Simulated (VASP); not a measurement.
Runs of VASP 6.6.1 on BN. The structure is that of space group P6_3mc (No. 186), or close to it. The cells are those of the table. 

| cell | gap on the mesh (eV) | pressure (GPa) | largest force (eV/Å) |
| --- | --- | --- | --- |
| a = 2.544, b = 2.544, c = 4.145 Å, angles 90.0, 90.0, 120.0°, 4 atoms | 5.75 | (a) | 0.01 |
| a = 2.468, b = 2.468, c = 4.271 Å, angles 90.0, 90.0, 120.0°, 4 atoms | 5.46 | 21.9 | 0.06 |
| a = 2.468, b = 2.468, c = 4.208 Å, angles 90.0, 90.0, 120.0°, 4 atoms | 5.50 | (b) | 0.11 |
| a = 2.506, b = 2.506, c = 4.082 Å, angles 90.0, 90.0, 120.0°, 4 atoms | 5.69 | 28.1 | 0.01 |
| a = 2.506, b = 2.506, c = 4.334 Å, angles 90.0, 90.0, 120.0°, 4 atoms | 5.54 | 2.3 | 0.09 |
| a = 2.544, b = 2.544, c = 4.082 Å, angles 90.0, 90.0, 120.0°, 4 atoms | 5.79 | 14.5 | 0.07 |
| a = 2.506, b = 2.506, c = 4.145 Å, angles 90.0, 90.0, 120.0°, 4 atoms | 5.65 | 20.6 | 0.04 |
| a = 2.468, b = 2.468, c = 4.082 Å, angles 90.0, 90.0, 120.0°, 4 atoms | 5.57 | 43.8 | 0.08 |

Alike in all rows: task single point; level r2SCAN; potentials or basis VASP PAW PBE potentials, release 64 (B, N); no spin polarisation; k mesh 12 × 12 × 6; cutoff (eV) 520; smearing gaussian 0.05 eV.

Fill in the values left out.

(a) 7.4; (b) 28.4.

Caveats: the PAW data sets were made with another functional, which shifts forces and pressure a little; the cell stands under pressure (at least some runs).

A k mesh can miss the band edges.
